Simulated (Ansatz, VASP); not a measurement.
TePb in VASP and in Ansatz

File INCAR:

```
PREC     = Accurate       # precision mode
ENCUT    = 500            # plane-wave cutoff, eV
EDIFF    = 1E-6           # SCF threshold, eV
ISMEAR   = 0              # smearing method
SIGMA    = 0.05           # smearing width, eV
LREAL    = F              # projectors in reciprocal space
LASPH    = T              # aspherical terms in the spheres
NELM     = 200            # most SCF steps
ALGO     = Normal         # electronic algorithm
ISIF     = 2              # what is computed and relaxed
LWAVE    = F              # write WAVECAR
LCHARG   = T              # write CHGCAR
MAGMOM   = 0 0 0 0 0 0    # initial moments
LORBIT   = 11             # projections on sites
LSORBIT  = T              # spin-orbit coupling
GGA_COMPAT= F            
LORBMOM  = T            
GGA      = PE             # functional
LVHAR    = T            
NBANDS   = 32             # bands
```

File KPOINTS:

```
regular mesh
0
Gamma
  6 6 6
```

File POSCAR:

```
TePb
1.0
    0.0000000000      3.2270013417      3.2270013417
    3.2270013417      0.0000000000      3.2270013417
    3.2270013417      3.2270013417      0.0000000000
Pb Te
1 1
Direct
    0.5000000000      0.5000000000      0.5000000000
    0.0000000000      0.0000000000      0.0000000000
```

Input for Ansatz:

```yaml
crystal:
  lattice:
    - [0.0, 3.2270013417, 3.2270013417]
    - [3.2270013417, 0.0, 3.2270013417]
    - [3.2270013417, 3.2270013417, 0.0]
  atoms:
    - { symbol: Pb, position: [0.5, 0.5, 0.5] }
    - { symbol: Te, position: [0.0, 0.0, 0.0] }
basis:
  ecutwfc: 420
  ecutrho_ratio: 4
kpoints:
  mp_grid: { grid: [6, 6, 6] }
hamiltonian:
  xc: pbe
  pseudopotentials: { kind: paw_fr }
scf:
  occupations: { method: gaussian, width: 0.05 }
output:
  forces: true
  stress: true
  write_density: true
  write_potential: true
  elf: true
  volumetric_format: npy
magnetization:
  noncollinear: true
  spin_orbit: true
```

Alike in both runs: task single point; functional PBE; k mesh 6 × 6 × 6; occupations gaussian, width 0.05 eV; non-collinear spin, spin-orbit coupling.

|  | VASP | Ansatz |
| --- | --- | --- |
| version | VASP 6.6.1 | Ansatz 0.2.0 |
| potentials or method | VASP PAW PBE potentials, release 64 (Pb_d, Te), cutoff 500 eV | scalar-relativistic, plane waves, PAW |
| valence electrons in the cell | 20 | 30 |

Ansatz gave:

| Item | Value |
| --- | --- |
| pressure (GPa) | 2.0 |
| net moment per atom (μB) | 0.00 |

Problem. What did VASP give for the same quantities?

Solution. Pressure (GPa): 2.1; net moment per atom (μB): 0.00.

VASP's potentials hold 20 valence electrons a cell and Ansatz's 30, so a difference there can come from the potentials and not from the codes.
